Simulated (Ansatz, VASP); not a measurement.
## ZnS: VASP beside Ansatz

File INCAR:

```
PREC = Accurate
ENCUT = 520
EDIFF = 1E-6
ISMEAR = -1
SIGMA = 0.05
LREAL = False
LASPH = True
NELM = 100
ALGO = Normal
ISIF = 2
LWAVE = False
LCHARG = False
GGA = PE
ALDAC = 0.0
AGGAC = 0.0
NBANDS = 66
```

Contents of KPOINTS:

```
Automatic mesh
0
Gamma
  8 8 2
```

File POSCAR:

```
ZnS
1.0
    3.8120000000      0.0000000000      0.0000000000
   -1.9060000000      3.3012888392      0.0000000000
    0.0000000000      0.0000000000     18.6899900000
Zn S
6 6
Direct
    0.3333333333      0.6666666667      0.8333300000
    0.6666666667      0.3333333333      0.3333300000
    0.6666666667      0.3333333333      0.6666700000
    0.3333333333      0.6666666667      0.1666700000
    0.0000000000      0.0000000000      0.5000000000
    0.0000000000      0.0000000000      0.0000000000
    0.3333333333      0.6666666667      0.9583300000
    0.6666666667      0.3333333333      0.4583300000
    0.6666666667      0.3333333333      0.7916700000
    0.3333333333      0.6666666667      0.2916700000
    0.0000000000      0.0000000000      0.6250000000
    0.0000000000      0.0000000000      0.1250000000
```

File input.yaml:

```yaml
crystal:
  lattice:
    - [3.812, 0.0, 0.0]
    - [-1.906, 3.3012888392, 0.0]
    - [0.0, 0.0, 18.68999]
  atoms:
    - { symbol: Zn, position: [0.3333333333, 0.6666666667, 0.83333] }
    - { symbol: Zn, position: [0.6666666667, 0.3333333333, 0.33333] }
    - { symbol: Zn, position: [0.6666666667, 0.3333333333, 0.66667] }
    - { symbol: Zn, position: [0.3333333333, 0.6666666667, 0.16667] }
    - { symbol: Zn, position: [0.0, 0.0, 0.5] }
    - { symbol: Zn, position: [0.0, 0.0, 0.0] }
    - { symbol: S, position: [0.3333333333, 0.6666666667, 0.95833] }
    - { symbol: S, position: [0.6666666667, 0.3333333333, 0.45833] }
    - { symbol: S, position: [0.6666666667, 0.3333333333, 0.79167] }
    - { symbol: S, position: [0.3333333333, 0.6666666667, 0.29167] }
    - { symbol: S, position: [0.0, 0.0, 0.625] }
    - { symbol: S, position: [0.0, 0.0, 0.125] }
hamiltonian:
  xc: { exchange: pbe, correlation: none }
  pseudopotentials: { kind: paw }
kpoints:
  mp_grid: { grid: [8, 8, 2] }
scf:
  occupations: { method: fermi_dirac, width: 0.05 }
output:
  forces: true
  stress: true
  eigenvalues: true
  write_density: true
  write_potential: true
  elf: true
  volumetric_format: npy
```

Alike in both runs: task single point; functional PBE exchange alone; k mesh 8 × 8 × 2; occupations fermi-dirac, width 0.05 eV; no spin polarisation.

|  | VASP | Ansatz |
| --- | --- | --- |
| version | VASP 6.6.1 | Ansatz 0.2.0 |
| potentials or method | VASP PAW PBE potentials, release 64 (Zn, S) | Ansatz PAW |
| plane-wave cutoff (eV) | 520 | 420 |
| valence electrons in the cell | 108 | 108 |

VASP gave:

| Quantity | Value |
| --- | --- |
| gap on the k mesh at the Fermi level (eV) | 2.21 |
| least direct gap on the mesh (eV) | 2.21 |
| pressure (GPa) | 12.7 |
| traceless stress, the component that is largest in VASP (GPa) | 0.10 |
| rms of the force components (eV/Å) | 0.014 |

Task: Estimate Ansatz's values.

Result: gap on the k mesh at the Fermi level (eV): 2.20; least direct gap on the mesh (eV): 2.20; pressure (GPa): 12.8; traceless stress, the component that is largest in VASP (GPa): 0.10; rms of the force components (eV/Å): 0.014.

VASP's potentials were made for PBE, not for PBE exchange alone. Atom by atom the forces differ by 0.001 eV/Å (rms over components).
